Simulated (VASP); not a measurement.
# BaTe (Fm-3m) in VASP: dielectric tensor with PBE+D3(BJ)

Aim: the dielectric tensor of BaTe with PBE+D3(BJ).

Program: VASP 6.6.1. These are calculated values, not measurements. Logs are shortened: lines on timing, memory, paths and dates and some standing lists are left out, and cuts for length are marked.

## Step 1: The cell of the first run

It takes space group Fm-3m (No. 225, cubic). Conventional cell: a = 6.820 Å, b = 6.820 Å, c = 6.820 Å, α = 90.00°, β = 90.00°, γ = 90.00°. Within 4.5 Å of Ba (site symmetry m-3m) lie 6 Te at 3.41 Å. Te (site symmetry m-3m) has 6 Ba at 3.41 Å within 4.5 Å.

## Step 2: Dielectric tensor, PBE+D3(BJ)

Input file INCAR:

```
SYSTEM = BaTe
  ALGO = Normal
  EDIFF = 1E-8
  ENCUT = 400
  GGA = PE
  GGA_COMPAT = .False.
  ISIF = 2
  ISMEAR = 0
  ISYM = -1
  IVDW = 12
  LASPH = .True.
  LCHARG = .False.
  LEPSILON = .True.
  LREAL = .False.
  LWAVE = .False.
  NELM = 120
  PREC = Accurate
  SIGMA = 0.01
```

Input file KPOINTS:

```
explicit points
32
Reciprocal
  0.12500000   0.12500000   0.12500000 2
  0.12500000   0.12500000   0.37500000 2
  0.12500000   0.12500000   0.62500000 2
  0.12500000   0.12500000   0.87500000 2
  0.12500000   0.37500000   0.12500000 2
  0.12500000   0.37500000   0.37500000 2
  0.12500000   0.37500000   0.62500000 2
  0.12500000   0.37500000   0.87500000 2
  0.12500000   0.62500000   0.12500000 2
  0.12500000   0.62500000   0.37500000 2
  0.12500000   0.62500000   0.62500000 2
  0.12500000   0.62500000   0.87500000 2
  0.12500000   0.87500000   0.12500000 2
  0.12500000   0.87500000   0.37500000 2
  0.12500000   0.87500000   0.62500000 2
  0.12500000   0.87500000   0.87500000 2
  0.37500000   0.12500000   0.12500000 2
  0.37500000   0.12500000   0.37500000 2
  0.37500000   0.12500000   0.62500000 2
  0.37500000   0.12500000   0.87500000 2
  0.37500000   0.37500000   0.12500000 2
  0.37500000   0.37500000   0.37500000 2
  0.37500000   0.37500000   0.62500000 2
  0.37500000   0.37500000   0.87500000 2
  0.37500000   0.62500000   0.12500000 2
  0.37500000   0.62500000   0.37500000 2
  0.37500000   0.62500000   0.62500000 2
  0.37500000   0.62500000   0.87500000 2
  0.37500000   0.87500000   0.12500000 2
  0.37500000   0.87500000   0.37500000 2
  0.37500000   0.87500000   0.62500000 2
  0.37500000   0.87500000   0.87500000 2
```

Input file POSCAR:

```
BaTe
1.0
    4.8224680000      0.0000000000      0.0000000000
    2.4112340000      4.1763797969      0.0000000000
    2.4112340000      1.3921265990      3.9375286336
Ba Te
1 1
Direct
    0.0000000000      0.0000000000      0.0000000000
    0.5000000000      0.5000000000      0.5000000000
```

Potentials or basis: VASP PAW PBE potentials, release 64 (Ba_sv, Te).

The run is started by

```
$ cat potpaw_PBE.64/Ba_sv/POTCAR potpaw_PBE.64/Te/POTCAR > POTCAR
$ mpirun -np 1 vasp_std > vasp.out
```

OUTCAR:

```text
SYSTEM = BaTe
   EDIFF = 1E-8
   ENCUT = 400
   GGA = PE
   ISIF = 2
   ISMEAR = 0
   ISYM = -1
   IVDW = 12
   LASPH = .True.
   LEPSILON = .True.
   LREAL = .False.
   NELM = 120
   PREC = Accurate
 IVDW          = 12

 ion  position               nearest neighbor table
   1  0.000  0.000  0.000-   2 3.41   2 3.41   2 3.41   2 3.41   2 3.41   2 3.41
   2  0.500  0.500  0.500-   1 3.41   1 3.41   1 3.41   1 3.41   1 3.41   1 3.41

IMPORTANT INFORMATION: All symmetrisations will be switched off!
NOSYMM: (Re-)initialisation of all symmetry stuff for point group C_1.

----------------------------------------------------------------------------------------

                                     Primitive cell

  volume of cell :      79.3036

  direct lattice vectors                    reciprocal lattice vectors
     4.822468000  0.000000000  0.000000000     0.207362703 -0.119720912 -0.084655469
     2.411234000  4.176379797  0.000000000     0.000000000  0.239441825 -0.084655469
     2.411234000  1.392126599  3.937528634     0.000000000  0.000000000  0.253966407

  length of vectors
     4.822468000  4.822468000  4.822468000     0.253966407  0.253966407  0.253966407

  position of ions in fractional coordinates (direct lattice)
     0.000000000  0.000000000  0.000000000
     0.500000000  0.500000000  0.500000000

  ion indices of the primitive-cell ions
   primitive index   ion index
                 1           1
                 2           2

----------------------------------------------------------------------------------------

 KPOINTS: explicit points

Read explicit list of k-points.

 Found     32 k-points:

 Following reciprocal coordinates:
            Coordinates               Weight
  0.125000  0.125000  0.125000      0.031250
  0.125000  0.125000  0.375000      0.031250
  0.125000  0.125000  0.625000      0.031250
  0.125000  0.125000  0.875000      0.031250
  0.125000  0.375000  0.125000      0.031250
  0.125000  0.375000  0.375000      0.031250
[... 16 lines left out ...]
  0.375000  0.375000  0.625000      0.031250
  0.375000  0.375000  0.875000      0.031250
 [... further k-points ...]
   k-points           NKPTS =     32   k-points in BZ     NKDIM =     32   number of bands    NBANDS=     12
   number of dos      NEDOS =    301   number of ions     NIONS =      2
   total plane-waves  NPLWV =  32768
   dimension x,y,z NGX =    32 NGY =   32 NGZ =   32
   dimension x,y,z NGXF=    64 NGYF=   64 NGZF=   64
   ions per type =               1   1
   NGX,Y,Z   is equivalent  to a cutoff of  11.03, 11.03, 11.03 a.u.
   NGXF,Y,Z  is equivalent  to a cutoff of  22.06, 22.06, 22.06 a.u.
 SYSTEM =  BaTe
   PREC   = accura    normal or accurate (medium, high low for compatibility)
   ISTART =      0    job   : 0-new  1-cont  2-samecut
   ICHARG =      2    charge: 1-file 2-atom 10-const
   ISPIN  =      1    spin polarized calculation?
   LNONCOLLINEAR =      F non collinear calculations
   LSORBIT =      F    spin-orbit coupling
   LASPH  =      T    aspherical Exc in radial PAW
   ENCUT  =  400.0 eV  29.40 Ry    5.42 a.u.   7.86  7.86  7.86*2*pi/ulx,y,z
   NELM   =    120;   NELMIN=  2; NELMDL= -5     # of ELM steps
   EDIFF  = 0.1E-07   stopping-criterion for ELM
   LREAL  =      F    real-space projection
   EDIFFG = 0.1E-06   stopping-criterion for IOM
   NSW    =      0    number of steps for IOM
   IBRION =     -1    ionic relax: 0-MD 1-quasi-New 2-CG
   NFREE  =      0    steps in history (QN), initial steepest desc. (CG)
   ISIF   =      2    stress and relaxation
   ISYM   =     -1    0-nonsym 1-usesym 2-fastsym
   POTIM  = 0.5000    time-step for ionic-motion
   TEBEG  =    0.0;   TEEND  =   0.0 temperature during run
   PSTRESS=    0.0 pullay stress
   NELECT =      16.0000    total number of electrons
   NUPDOWN=      -1.0000    fix difference up-down
   EMIN   =  10.00;   EMAX   =-10.00  energy-range for DOS
   EFERMI =   0.00;   METHOD = LEGACY
   ISMEAR =     0;   SIGMA  =   0.01  broadening in eV -4-tet -1-fermi 0-gaus
   EFERMI_NEDOS =   21; number of points for ismear=-14 and -15
   IALGO  =     38    algorithm
   IMIX   =      4    mixing-type and parameters
     AMIX     =   0.40;   BMIX     =  1.00
     AMIX_MAG =   1.60;   BMIX_MAG =  1.00
  volume/ion in A,a.u.               =      39.65       267.58
  Fermi-wavevector in a.u.,A,eV,Ry     =   0.960175  1.814468 12.543706  0.921936
  Thomas-Fermi vector in A             =   2.089436
   LORBIT       =      0    0 simple, 1 ext, 2 COOP (PROOUT), +10 PAW based schemes
   GGA     = PE    functional components
   LHFCALC =     F    Hartree Fock is set to
   AEXX    =    0.0000 exact exchange contribution
   IVDW    =    12    specifies the selected vdW correction
   LEPSILON=     T    determine dielectric tensor
   LRPA    =     F    only Hartree local field effects (RPA)
 non-spin polarized calculation
 Gauss-broadening in eV      SIGMA  =   0.01
  energy-cutoff  :      400.00
  volume of cell :       79.30
 maximum number of plane-waves:      1449
 NGX is ok and might be reduce to    32
   NGX = 15   NGY = 15   NGZ = 15

--------------------------------------- Ionic step        1  -------------------------------------------

 number of electron      16.0000000 magnetization

 E-fermi :   2.5674     XC(G=0):  -8.5644

 val. band max:        2.5151797319   @ k =   0.1250   0.1250   0.1250
 cond. band min:       4.5238450777   @ k =   0.3750   0.3750   0.8750
 fundamental gap:      2.0086653458
 Fermi energy:         2.5673793354

 k-point     1 :       0.1250    0.1250    0.1250
  band No.  band energies     occupation
      1     -24.0299      2.00000
      2      -9.3188      2.00000
      3      -9.2056      2.00000
      4      -9.2056      2.00000
      5      -6.7698      2.00000
      6       2.2321      2.00000
      7       2.5152      2.00000
      8       2.5152      2.00000
      9       5.7136      0.00000
     10       5.8737      0.00000
     11       5.8737      0.00000
     12       6.7095      0.00000
[... 331 lines left out ...]
 k-point    24 :       0.3750    0.3750    0.8750
  band No.  band energies     occupation
      1     -24.0067      2.00000
      2      -9.5013      2.00000
      3      -9.3571      2.00000
      4      -9.3042      2.00000
      5      -6.5852      2.00000
      6       1.5272      2.00000
      7       2.0723      2.00000
      8       2.2555      2.00000
      9       4.5238      0.00000
     10       7.6639      0.00000
     11       8.1600      0.00000
     12       8.4964      0.00000

 [... further k-points ...]

  FORCE on cell =-STRESS in cart. coord.  units (eV):
  Direction    XX          YY          ZZ          XY          YZ          ZX
  --------------------------------------------------------------------------------------
  -------------------------------------------------------------------------------------
  Total       1.33820     1.36934     1.37713    -0.02697    -0.01101    -0.01907
  in kB      27.03570    27.66492    27.82222    -0.54492    -0.22247    -0.38532
  external pressure =       27.51 kB  Pullay stress =        0.00 kB

 VOLUME and BASIS-vectors are now :
 -----------------------------------------------------------------------------
  energy-cutoff  :      400.00
  volume of cell :       79.30
      direct lattice vectors                 reciprocal lattice vectors
     4.822468000  0.000000000  0.000000000     0.207362703 -0.119720912 -0.084655469
     2.411234000  4.176379797  0.000000000     0.000000000  0.239441825 -0.084655469
     2.411234000  1.392126599  3.937528634     0.000000000  0.000000000  0.253966407

 POSITION                                       TOTAL-FORCE (eV/Angst)
 -----------------------------------------------------------------------------------
      0.00000      0.00000      0.00000         0.000000     -0.000000      0.000000
      4.82247      2.78425      1.96876        -0.000000      0.000000     -0.000000
 -----------------------------------------------------------------------------------
    total drift:                                0.000000     -0.000000      0.000000

  FREE ENERGIE OF THE ION-ELECTRON SYSTEM (eV)
  ---------------------------------------------------
  free  energy   TOTEN  =        -9.1924191039 eV

  energy  without entropy=       -9.1924191039  energy(sigma->0) =       -9.19241910

 HEAD OF MICROSCOPIC STATIC DIELECTRIC TENSOR (INDEPENDENT PARTICLE, excluding Hartree and local field effects)
 ------------------------------------------------------
           6.609559    -0.446464    -0.315721
          -0.446434     7.125001    -0.182290
          -0.315808    -0.182285     7.253939
 ------------------------------------------------------

 Free energy of the ion-electron system (eV)
  ---------------------------------------------------
  ---------------------------------------------------
  free energy    TOTEN  =        -1.25771333 eV

  energy without entropy =       -1.25771333

------------------------ aborting loop because EDIFF is reached ----------------------------------------

 Edisp (eV)   -0.67858

 E8    (eV) :    -0.3500
[... 7 lines left out ...]
 E8    (eV) :    -0.3500

--------------------------------------- Ionic step        3  -------------------------------------------

 Free energy of the ion-electron system (eV)
  ---------------------------------------------------
  ---------------------------------------------------
  free energy    TOTEN  =        -1.40454034 eV

  energy without entropy =       -1.40454034

------------------------ aborting loop because EDIFF is reached ----------------------------------------

 Edisp (eV)   -0.67858

 E8    (eV) :    -0.3500

 PIEZOELECTRIC TENSOR FIELD DIRECTION 3  (e Angst)
 -----------------------------------------------------------------------------
    -0.00049  0.00175  0.00042           ( -0.00000  0.00002 -0.00002)
     0.00175  0.00002  0.00017           (  0.00002 -0.00000  0.00000)
     0.00042  0.00017  0.00105           ( -0.00002  0.00000 -0.00000)

 PIEZOELECTRIC TENSOR FIELD DIRECTION 3  (C/m^2)
 -----------------------------------------------------------------------------
    -0.00010  0.00035  0.00008
     0.00035  0.00000  0.00004
     0.00008  0.00004  0.00021

 MACROSCOPIC STATIC DIELECTRIC TENSOR (including local field effects in DFT)
 ------------------------------------------------------
           6.094668    -0.433348    -0.306430
          -0.433313     6.594969    -0.176928
          -0.306523    -0.176932     6.720107
 ------------------------------------------------------

 PIEZOELECTRIC TENSOR (including local field effects)  for field in x, y, z        (e  Angst)
          XX          YY          ZZ          XY          YZ          ZX
  --------------------------------------------------------------------------------
  x    -0.00746     0.00062     0.00243    -0.00031    -0.00256    -0.00022
  y    -0.00066     0.00107     0.00044     0.00167    -0.00010     0.00178
  z    -0.00049     0.00002     0.00105     0.00175     0.00017     0.00042

 PIEZOELECTRIC TENSOR (including local field effects)  for field in x, y, z        (C/m^2)
          XX          YY          ZZ          XY          YZ          ZX
  --------------------------------------------------------------------------------
  x    -0.00151     0.00012     0.00049    -0.00006    -0.00052    -0.00004
  y    -0.00013     0.00022     0.00009     0.00034    -0.00002     0.00036
  z    -0.00010     0.00000     0.00021     0.00035     0.00004     0.00008

 BORN EFFECTIVE CHARGES (including local field effects) (in |e|, cummulative output)
 ---------------------------------------------------------------------------------
 ion    1
    1     2.46465    -0.10955    -0.07742
    2    -0.10955     2.59118    -0.04472
    3    -0.07749    -0.04474     2.62282
 ion    2
    1    -2.46465     0.10955     0.07742
    2     0.10955    -2.59118     0.04472
    3     0.07749     0.04474    -2.62282
```

It took 1.7 min on 1 thread of Intel Xeon 6975P-C (Granite Rapids), shared host; peak memory 0.23 GiB.

Results:

```
Band gap on the k mesh                  : 2.01 eV (least direct gap 2.27 eV)
Electronic dielectric tensor (diagonal) : 6.09, 6.59, 6.72
Born charges (mean of the diagonal)     : Ba +2.56; Te -2.56 e
Dispersion energy per atom              : -0.339 eV
```

Electronic dielectric tensor:
```
 6.09 -0.43 -0.31
-0.43  6.59 -0.18
-0.31 -0.18  6.72
```

Born effective charge tensors (e):
atom 1, Ba
```
 2.46 -0.11 -0.08
-0.11  2.59 -0.04
-0.08 -0.04  2.62
```
atom 2, Te
```
-2.46  0.11  0.08
 0.11 -2.59  0.04
 0.08  0.04 -2.62
```

Caveat: three body term missing; spin-orbit coupling is left out, which moves the levels of the heavy elements; a shifted mesh leaves out Γ, where band edges can lie.
